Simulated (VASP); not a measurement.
**ZnGeP2: single point with PBE**

The system is ZnGeP2.

```
Zn Ge P
1.0
    -2.75005    2.75005    5.42115
     2.75005   -2.75005    5.42115
     2.75005    2.75005   -5.42115
Zn Ge P
2 2 4
Cartesian
  0.0000 0.0000 0.0000
  0.0000 2.7501 2.7106
  0.0000 0.0000 5.4211
  2.7501 0.0000 2.7106
  1.3935 1.3750 1.3553
  1.3750 4.1066 -1.3553
  1.3566 1.3750 6.7764
  1.3750 -1.3566 4.0659
```

```
Program                : VASP 6.6.1
Task                   : single point
Functional             : PBE
Potentials or basis    : VASP PAW PBE potentials, release 64 (Zn, Ge_d, P)
Cutoff                 : 500 eV
k mesh                 : 6 × 6 × 6
Occupations            : gaussian, width 0.01 eV
Spin                   : no spin polarisation
Dipole correction      : no
Further INCAR settings : ALGO = Normal; EDIFF = 1e-06; NBANDS = 46
```

```
Pressure               : 0.0 GPa
Largest force          : 0.030 eV/Å
Band gap on the k mesh : 1.15 eV (least direct gap 1.19 eV)
```

Forces in eV/Å, atoms in the order of the input:
```
Zn   0.000  0.000  0.000
Zn   0.000  0.000  0.000
Ge   0.000  0.000  0.000
Ge   0.000  0.000  0.000
P    0.030  0.000  0.000
P    0.000 -0.030  0.000
P   -0.030  0.000  0.000
P    0.000  0.030  0.000
```

Levels at points of the mesh, in eV from the valence-band top:
```
           k point  band 34  band 35  band 36  band 37  band 38  band 39
(0.00, 0.00, 0.00)    -0.08    -0.08     0.00     1.19     1.45     1.64
(0.50, 0.00, 0.00)    -1.80    -1.58    -0.93     2.31     2.48     2.81
(0.50, 0.50, 0.00)    -1.16    -0.72    -0.72     1.15     1.15     2.99
(0.50, 0.50, 0.50)    -1.87    -1.30    -1.30     1.26     1.26     1.53
```

Run time: 3.2 min on 1 thread of Intel(R) Xeon(R) 6975P-C (Granite Rapids), with other jobs on the host, peak memory 0.43 GiB.

A k mesh can miss the band edges.
